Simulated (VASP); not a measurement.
# InGa2N3 (Cmc2_1) in VASP: further runs

InGa2N3 is run at these levels: PBE; tasks: single point.

Program: VASP 6.6.1. These are calculated values, not measurements. Logs are shortened: lines on timing, memory, paths and dates and some standing lists are left out, and cuts for length are marked.

## 1. The cell of the first run

The structure is orthorhombic, space group Cmc2_1 (No. 36). Conventional cell: a = 9.620 Å, b = 5.549 Å, c = 5.528 Å, α = 90.00°, β = 90.00°, γ = 90.00°. In (site symmetry m) has 4 N at 2.11 to 2.20 Å within 2.8 Å. Ga (site symmetry 1) has 4 N at 1.91 to 2.00 Å within 2.5 Å. N (site symmetry 1) has 3 Ga at 1.92 to 2.00 Å and 1 In at 2.12 Å within 2.5 Å. Within 2.5 Å of N (site symmetry m) lie 2 Ga at 1.91 Å and 2 In at 2.11 to 2.20 Å.

## 2. Single point, PBE (biaxial strain in the a-b plane: -4.0 %)

File INCAR:

```
  PREC = Accurate
  ENCUT = 600
  EDIFF = 1E-6
  ISMEAR = 0
  SIGMA = 0.02
  LREAL = False
  LASPH = True
  NELM = 120
  ALGO = Normal
  ISIF = 2
  LWAVE = False
  LCHARG = True
  GGA = PE
  LELF = True
  LVHAR = True
  NBANDS = 66
  GGA_COMPAT = False
```

File KPOINTS:

```
Automatic mesh
0
Gamma
  6 6 6
```

File POSCAR:

```
InGa2N3
1.0
    4.8100637710     -2.7745916401      0.0000000000
    4.8100637710      2.7745916401      0.0000000000
    0.0000000000      0.0000000000      5.5276134412
In Ga N
2 4 6
Direct
    0.3249483418      0.6750516582      0.9947485117
    0.6750516582      0.3249483418      0.4947485117
    0.0069836939      0.3340127178      0.9944620251
    0.6659872822      0.9930163061      0.9944620251
    0.9930163061      0.6659872822      0.4944620251
    0.3340127178      0.0069836939      0.4944620251
    0.0263358035      0.3335448529      0.3558504070
    0.6664551471      0.9736641965      0.3558504070
    0.9736641965      0.6664551471      0.8558504070
    0.3335448529      0.0263358035      0.8558504070
    0.3082078377      0.6917921623      0.3926276243
    0.6917921623      0.3082078377      0.8926276243
```

Potentials or basis: VASP PAW PBE potentials, release 64 (In_d, Ga_d, N).

Launch:

```sh
> cat potpaw_PBE.64/In_d/POTCAR potpaw_PBE.64/Ga_d/POTCAR potpaw_PBE.64/N/POTCAR > POTCAR
> mpirun -np 1 vasp_std > vasp.out
```

OUTCAR:

```text
PREC = Accurate
   ENCUT = 600
   EDIFF = 1E-6
   ISMEAR = 0
   LREAL = False
   LASPH = True
   NELM = 120
   ISIF = 2
   GGA = PE

 ion  position               nearest neighbor table
   1  0.325  0.675  0.995-  12 2.11  10 2.12   9 2.12  11 2.20   3 3.17   4 3.17   4 3.17   3 3.17
                             4 3.28   3 3.28   5 3.34   6 3.34   5 3.34   6 3.34   2 3.38   2 3.38
   2  0.675  0.325  0.495-  11 2.11   8 2.12   7 2.12  12 2.20   6 3.17   5 3.17   6 3.17   5 3.17
                             6 3.28   5 3.28   3 3.34   4 3.34   3 3.34   4 3.34   1 3.38   1 3.38
   3  0.007  0.334  0.994-  12 1.91   9 1.92  10 1.92   7 2.00   1 3.17   1 3.17   1 3.28   2 3.34
                             2 3.34
   4  0.666  0.993  0.994-  12 1.91  10 1.92   9 1.92   8 2.00   1 3.17   1 3.17   1 3.28   2 3.34
                             2 3.34
   5  0.993  0.666  0.494-  11 1.91   7 1.92   8 1.92   9 2.00   2 3.17   2 3.17   2 3.28   1 3.34
                             1 3.34
   6  0.334  0.007  0.494-  11 1.91   8 1.92   7 1.92  10 2.00   2 3.17   2 3.17   2 3.28   1 3.34
                             1 3.34
   7  0.026  0.334  0.356-   5 1.92   6 1.92   3 2.00   2 2.12
   8  0.666  0.974  0.356-   6 1.92   5 1.92   4 2.00   2 2.12
   9  0.974  0.666  0.856-   3 1.92   4 1.92   5 2.00   1 2.12
  10  0.334  0.026  0.856-   4 1.92   3 1.92   6 2.00   1 2.12
  11  0.308  0.692  0.393-   5 1.91   6 1.91   2 2.11   1 2.20
  12  0.692  0.308  0.893-   3 1.91   4 1.91   1 2.11   2 2.20

  LATTYP: Found a base centered orthorhombic cell.
 ALAT       =     5.5491832802
 B/A-ratio  =     1.7336114264
 C/A-ratio  =     0.9961129705

  Lattice vectors:

 A1 = (  -4.8100637710,  -2.7745916401,   0.0000000000)
 A2 = (   4.8100637710,  -2.7745916401,   0.0000000000)
 A3 = (   0.0000000000,   0.0000000000,   5.5276134412)

Analysis of symmetry for initial positions (statically):
=====================================================================
 Subroutine PRICEL returns:
 Original cell was already a primitive cell.

 Routine SETGRP: Setting up the symmetry group for a
 base centered orthorhombic supercell.

 Subroutine GETGRP returns: Found  4 space group operations
 (whereof  2 operations were pure point group operations)
 out of a pool of  8 trial point group operations.

The static configuration has the point symmetry C_1h.
 The point group associated with its full space group is C_2v.

Analysis of symmetry for dynamics (positions and initial velocities):
=====================================================================
 Subroutine PRICEL returns:
 Original cell was already a primitive cell.

 Routine SETGRP: Setting up the symmetry group for a
 base centered orthorhombic supercell.

 Subroutine GETGRP returns: Found  4 space group operations
 (whereof  2 operations were pure point group operations)
 out of a pool of  8 trial point group operations.

The dynamic configuration has the point symmetry C_1h.
 The point group associated with its full space group is C_2v.

 Subroutine INISYM returns: Found  4 space group operations
 (whereof  2 operations are pure point group operations),
 and found     1 'primitive' translations

----------------------------------------------------------------------------------------

                                     Primitive cell

  volume of cell :     147.5426

  direct lattice vectors                    reciprocal lattice vectors
     4.810063771 -2.774591640  0.000000000     0.103948726 -0.180206699  0.000000000
     4.810063771  2.774591640  0.000000000     0.103948726  0.180206699  0.000000000
     0.000000000  0.000000000  5.527613441     0.000000000  0.000000000  0.180909901

  length of vectors
     5.552933662  5.552933662  5.527613441     0.208037958  0.208037958  0.180909901

  position of ions in fractional coordinates (direct lattice)
     0.324948342  0.675051658  0.994748512
     0.675051658  0.324948342  0.494748512
     0.006983694  0.334012718  0.994462025
     0.665987282  0.993016306  0.994462025
     0.993016306  0.665987282  0.494462025
     0.334012718  0.006983694  0.494462025
     0.026335803  0.333544853  0.355850407
     0.666455147  0.973664197  0.355850407
     0.973664197  0.666455147  0.855850407
     0.333544853  0.026335803  0.855850407
     0.308207838  0.691792162  0.392627624
     0.691792162  0.308207838  0.892627624

  ion indices of the primitive-cell ions
   primitive index   ion index
                 1           1
                 2           2
                 3           3
                 4           4
                 5           5
                 6           6
                 7           7
                 8           8
                 9           9
                10          10
                11          11
                12          12

----------------------------------------------------------------------------------------

 KPOINTS: Automatic mesh

Automatic generation of k-mesh.
 Grid dimensions read from file:
 generate k-points for:    6    6    6

 Generating k-lattice:

  Cartesian coordinates                     Fractional coordinates (reciprocal lattice)
     0.017324788 -0.030034450  0.000000000     0.166666667  0.000000000  0.000000000
     0.017324788  0.030034450  0.000000000     0.000000000  0.166666667  0.000000000
     0.000000000  0.000000000  0.030151650     0.000000000  0.000000000  0.166666667

  Length of vectors
     0.034672993  0.034672993  0.030151650

  Shift w.r.t. Gamma in fractional coordinates (k-lattice)
     0.000000000  0.000000000  0.000000000

 Subroutine IBZKPT returns following result:
 ===========================================

 Found     52 irreducible k-points:

 Following reciprocal coordinates:
            Coordinates               Weight
  0.000000  0.000000  0.000000      1.000000
  0.166667  0.000000  0.000000      4.000000
  0.333333 -0.000000  0.000000      4.000000
  0.500000  0.000000  0.000000      2.000000
  0.166667  0.166667  0.000000      2.000000
  0.333333  0.166667  0.000000      4.000000
[... 16 lines left out ...]
  0.333333  0.333333  0.166667      4.000000
  0.500000  0.333333  0.166667      8.000000
 [... further k-points ...]
   k-points           NKPTS =     52   k-points in BZ     NKDIM =     52   number of bands    NBANDS=     66
   number of dos      NEDOS =    301   number of ions     NIONS =     12
   total plane-waves  NPLWV = 110592
   dimension x,y,z NGX =    48 NGY =   48 NGZ =   48
   dimension x,y,z NGXF=    96 NGYF=   96 NGZF=   96
   ions per type =               2   4   6
   NGX,Y,Z   is equivalent  to a cutoff of  14.37, 14.37, 14.44 a.u.
   NGXF,Y,Z  is equivalent  to a cutoff of  28.74, 28.74, 28.87 a.u.
 SYSTEM =  unknown system
   PREC   = accura    normal or accurate (medium, high low for compatibility)
   ISTART =      0    job   : 0-new  1-cont  2-samecut
   ICHARG =      2    charge: 1-file 2-atom 10-const
   ISPIN  =      1    spin polarized calculation?
   LNONCOLLINEAR =      F non collinear calculations
   LSORBIT =      F    spin-orbit coupling
   LASPH  =      T    aspherical Exc in radial PAW
   ENCUT  =  600.0 eV  44.10 Ry    6.64 a.u.  11.09 11.09 11.04*2*pi/ulx,y,z
   NELM   =    120;   NELMIN=  2; NELMDL= -5     # of ELM steps
   EDIFF  = 0.1E-05   stopping-criterion for ELM
   LREAL  =      F    real-space projection
   EDIFFG = 0.1E-04   stopping-criterion for IOM
   NSW    =      0    number of steps for IOM
   IBRION =     -1    ionic relax: 0-MD 1-quasi-New 2-CG
   NFREE  =      0    steps in history (QN), initial steepest desc. (CG)
   ISIF   =      2    stress and relaxation
   ISYM   =      2    0-nonsym 1-usesym 2-fastsym
   POTIM  = 0.5000    time-step for ionic-motion
   TEBEG  =    0.0;   TEEND  =   0.0 temperature during run
   PSTRESS=    0.0 pullay stress
   NELECT =     108.0000    total number of electrons
   NUPDOWN=      -1.0000    fix difference up-down
   EMIN   =  10.00;   EMAX   =-10.00  energy-range for DOS
   EFERMI =   0.00;   METHOD = LEGACY
   ISMEAR =     0;   SIGMA  =   0.02  broadening in eV -4-tet -1-fermi 0-gaus
   EFERMI_NEDOS =   21; number of points for ismear=-14 and -15
   IALGO  =     38    algorithm
   IMIX   =      4    mixing-type and parameters
     AMIX     =   0.40;   BMIX     =  1.00
     AMIX_MAG =   1.60;   BMIX_MAG =  1.00
  volume/ion in A,a.u.               =      12.30        82.97
  Fermi-wavevector in a.u.,A,eV,Ry     =   1.475402  2.788105 29.617293  2.176810
  Thomas-Fermi vector in A             =   2.590055
   LORBIT       =      0    0 simple, 1 ext, 2 COOP (PROOUT), +10 PAW based schemes
   GGA     = PE    functional components
   LHFCALC =     F    Hartree Fock is set to
   AEXX    =    0.0000 exact exchange contribution
   IVDW    =     0    specifies the selected vdW correction
   LEPSILON=     F    determine dielectric tensor
   LRPA    =     F    only Hartree local field effects (RPA)
 non-spin polarized calculation
 Gauss-broadening in eV      SIGMA  =   0.02
  energy-cutoff  :      600.00
  volume of cell :      147.54
 maximum number of plane-waves:      4954
 NGX is ok and might be reduce to    48
   NGX = 23   NGY = 23   NGZ = 23

 number of electron     108.0000012 magnetization

 Free energy of the ion-electron system (eV)
  ---------------------------------------------------
  ext. energy  EPLUGINS =         0.00000000
  ---------------------------------------------------
  free energy    TOTEN  =       -69.29307372 eV

  energy without entropy =      -69.29307372  energy(sigma->0) =      -69.29307372

 E-fermi :   6.4701     XC(G=0): -11.5108

 val. band max:        6.3196908497   @ k =   0.0000   0.0000   0.0000
 cond. band min:       7.2450008263   @ k =   0.0000   0.0000   0.0000
 fundamental gap:      0.9253099766
 Fermi energy:         6.4700688354

 k-point     1 :       0.0000    0.0000    0.0000
  band No.  band energies     occupation
      1      -9.5301      2.00000
      2      -8.9743      2.00000
      3      -8.7918      2.00000
      4      -8.7846      2.00000
      5      -8.7809      2.00000
      6      -8.7522      2.00000
[... 58 lines left out ...]
     65      14.4142      0.00000
     66      15.0590      0.00000

 k-point     2 :       0.1667    0.0000    0.0000
  band No.  band energies     occupation
      1      -9.4580      2.00000
      2      -8.9561      2.00000
      3      -8.8461      2.00000
      4      -8.7868      2.00000
      5      -8.7623      2.00000
      6      -8.7401      2.00000
[... 58 lines left out ...]
     65      14.4892      0.00000
     66      15.0242      0.00000

 k-point     3 :       0.3333   -0.0000    0.0000
  band No.  band energies     occupation
      1      -9.2857      2.00000
      2      -8.9691      2.00000
      3      -8.8837      2.00000
      4      -8.7902      2.00000
      5      -8.7646      2.00000
      6      -8.7182      2.00000
[... 1438 lines left out ...]
     65      14.3617      0.00000
     66      15.1042      0.00000

 k-point    24 :       0.5000    0.3333    0.1667
  band No.  band energies     occupation
      1      -9.1725      2.00000
      2      -8.9640      2.00000
      3      -8.8662      2.00000
      4      -8.8218      2.00000
      5      -8.7452      2.00000
      6      -8.7194      2.00000
[... 58 lines left out ...]
     65      14.3583      0.00000
     66      14.5144      0.00000

 [... further k-points ...]

------------------------ aborting loop because EDIFF is reached ----------------------------------------

  FORCE on cell =-STRESS in cart. coord.  units (eV):
  Direction    XX          YY          ZZ          XY          YZ          ZX
  --------------------------------------------------------------------------------------
  -------------------------------------------------------------------------------------
  Total       15.8244380     15.7313481     -1.9462068      0.0000000      0.0000000      0.0000000
  in kB      171.8388307    170.8279602    -21.1340141      0.0000000      0.0000000      0.0000000
  external PRESSURE =     107.1775923 kB  Pullay stress =       0.0000000 kB

 VOLUME and BASIS-vectors are now :
 -----------------------------------------------------------------------------
  energy-cutoff  :      600.00
  volume of cell :      147.54
      direct lattice vectors                 reciprocal lattice vectors
     4.810063771 -2.774591640  0.000000000     0.103948726 -0.180206699  0.000000000
     4.810063771  2.774591640  0.000000000     0.103948726  0.180206699  0.000000000
     0.000000000  0.000000000  5.527613441     0.000000000  0.000000000  0.180909901

 POSITION                                       TOTAL-FORCE (eV/Angst)
 -----------------------------------------------------------------------------------
      4.81006      0.97139      5.49859         0.000000      0.018533      0.411385
      4.81006     -0.97139      2.73478         0.000000     -0.018533      0.411385
      1.64021      0.90737      5.49700         0.018452     -0.007145      0.319608
      7.97991      0.90737      5.49700        -0.018452     -0.007145      0.319608
      7.97991     -0.90737      2.73319        -0.018452      0.007145      0.319608
      1.64021     -0.90737      2.73319         0.018452      0.007145      0.319608
      1.73105      0.85238      1.96700         0.018370     -0.010807     -0.368101
      7.88908      0.85238      1.96700        -0.018370     -0.010807     -0.368101
      7.88908     -0.85238      4.73081        -0.018370      0.010807     -0.368101
      1.73105     -0.85238      4.73081         0.018370      0.010807     -0.368101
      4.81006      1.06429      2.17029         0.000000      0.016780     -0.314398
      4.81006     -1.06429      4.93410         0.000000     -0.016780     -0.314398
 -----------------------------------------------------------------------------------
    total drift:                               -0.000000      0.000000     -0.000862

  FREE ENERGIE OF THE ION-ELECTRON SYSTEM (eV)
  ---------------------------------------------------
  free  energy   TOTEN  =       -69.2930737155 eV

  energy  without entropy=      -69.2930737155  energy(sigma->0) =      -69.29307372
```

Wall time 12 min (1 thread of Intel Xeon Platinum 8259CL at 2.50GHz (Skylake/Cascade Lake), shared host); peak memory 0.65 GiB.

Results:

```
Free energy            : -69.2931 eV
Pressure               : 10.7 GPa
Largest force          : 0.412 eV/Å
Band gap on the k mesh : 0.93 eV
```

Forces in eV/Å, atoms in the order of the input:
```
In   0.000  0.019  0.411
In   0.000 -0.019  0.411
Ga   0.018 -0.007  0.320
Ga  -0.018 -0.007  0.320
Ga  -0.018  0.007  0.320
Ga   0.018  0.007  0.320
N    0.018 -0.011 -0.368
N   -0.018 -0.011 -0.368
N   -0.018  0.011 -0.368
N    0.018  0.011 -0.368
N    0.000  0.017 -0.314
N    0.000 -0.017 -0.314
```

Levels at points of the mesh, in eV from the valence-band top:
```csv
k point,band 52,band 53,band 54,band 55,band 56,band 57
"(0.00, 0.00, 0.00)",-0.35,0.00,0.00,0.93,4.11,4.75
"(0.50, 0.00, 0.00)",-1.04,-0.95,-0.86,3.67,3.83,5.04
"(0.50, 0.50, 0.00)",-1.03,-0.93,-0.74,3.60,3.99,4.47
"(0.00, 0.00, 0.50)",-0.43,-0.40,-0.40,3.52,3.52,5.39
"(0.50, 0.00, 0.50)",-1.64,-1.39,-1.39,3.80,3.80,4.69
"(0.50, 0.50, 0.50)",-1.65,-1.41,-1.41,3.84,3.84,4.69
```

Caveat: the cell differs from its parent crystal (biaxial strain in the a-b plane: -4.0 %); the cell stands under pressure; spin-orbit coupling is left out, which moves the levels of the heavy elements.

(Continued in part 2 of 3.)
